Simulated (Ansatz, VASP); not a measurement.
SnO2: VASP beside Ansatz

The input INCAR:

```
  ALGO = Normal
  EDIFF = 1E-6
  EDIFFG = -0.005
  ENCUT = 600
  GGA = PS
  IBRION = 2
  ISIF = 3
  ISMEAR = 0
  LASPH = True
  LCHARG = False
  LREAL = False
  LWAVE = False
  NELM = 100
  NSW = 100
  PREC = Accurate
  SIGMA = 0.02
```

File KPOINTS:

```
k-points
0
Gamma
  6 6 8
```

The input POSCAR:

```
SnO2
1.0
    4.7880040000      0.0000000000      0.0000000000
    0.0000000000      4.8665820000      0.0000000000
    0.0000000000      0.0000000000      3.2408980000
Sn O
2 4
Direct
    0.5000000000      0.5000000000      0.5000000000
    0.0000000000      0.0000000000      0.0000000000
    0.2918550000      0.3210420000      0.0000000000
    0.7918550000      0.1789580000      0.5000000000
    0.2081450000      0.8210420000      0.5000000000
    0.7081450000      0.6789580000      0.0000000000
```

Input for Ansatz:

```yaml
crystal:
  lattice:
    - [4.788004, 0.0, 0.0]
    - [0.0, 4.866582, 0.0]
    - [0.0, 0.0, 3.240898]
  atoms:
    - { symbol: Sn, position: [0.5, 0.5, 0.5] }
    - { symbol: Sn, position: [0.0, 0.0, 0.0] }
    - { symbol: O, position: [0.291855, 0.321042, 0.0] }
    - { symbol: O, position: [0.791855, 0.178958, 0.5] }
    - { symbol: O, position: [0.208145, 0.821042, 0.5] }
    - { symbol: O, position: [0.708145, 0.678958, 0.0] }
basis:
  ecutwfc: 420
kpoints:
  mp_grid: { grid: [6, 6, 8] }
hamiltonian:
  xc: pbesol
scf:
  occupations: { method: gaussian, width: 0.02 }
output:
  forces: true
  stress: true
  eigenvalues: true
relax:
  adjacent_minimum: "off"
  f_tol: 0.005
  max_steps: 80
  cell: { stress_tol: 0.05 }
```

Alike in both runs: task relaxation of cell and atoms; functional PBEsol; k mesh 6 × 6 × 8; occupations gaussian, width 0.02 eV; no spin polarisation.

|  | VASP | Ansatz |
| --- | --- | --- |
| version | VASP 6.6.1 | Ansatz 0.2.0 |
| potentials or method | VASP PAW PBE potentials, release 64 (Sn_d, O), cutoff 600 eV | scalar-relativistic, plane waves, PAW |
| valence electrons in the cell | 52 | 52 |

VASP gave:

- gap on the k mesh at the Fermi level, each at its own relaxed structure (eV): 0.89
- relaxed volume (Å³/atom): 12.20
- relaxed cell length with the largest relative difference (Å): 3.215

Problem. Estimate Ansatz's values.

Solution. gap on the k mesh at the Fermi level, each at its own relaxed structure (eV): 0.92; relaxed volume (Å³/atom): 12.18; relaxed cell length with the largest relative difference (Å): 3.212.

VASP's potentials were made for PBE, not for PBEsol.
